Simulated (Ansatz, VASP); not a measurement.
**Two plane-wave programs on Lu**

```
Lu
1.0
     3.50482    0.00000    0.00000
    -1.75241    3.03526    0.00000
     0.00000    0.00000    5.46968
Lu
2
Direct
  0.33333 0.66667 0.25000
  0.66667 0.33333 0.75000
```

Alike in both runs: task single point; functional r2SCAN; k mesh 10 × 10 × 6; occupations gaussian, width 0.1 eV; no spin polarisation.

|  | VASP | Ansatz |
| --- | --- | --- |
| version | VASP 6.6.1 | Ansatz 0.2.0 |
| potentials or method | VASP PAW PBE potentials, release 64 (Lu), cutoff 520 eV | plane waves (500 eV) with PAW, scalar-relativistic |
| valence electrons in the cell | 50 | 50 |

```tsv
	VASP	Ansatz	Ansatz less VASP
pressure (GPa)	0.1	-0.2	-0.33
traceless stress, the component that is largest in VASP (GPa)	-0.25	-0.29	-0.041
```

VASP's potentials were made for PBE, not for r2SCAN. With one functional, cell and mesh, what is left measures potentials, basis and numerics.

Neither program's run includes spin-orbit coupling.
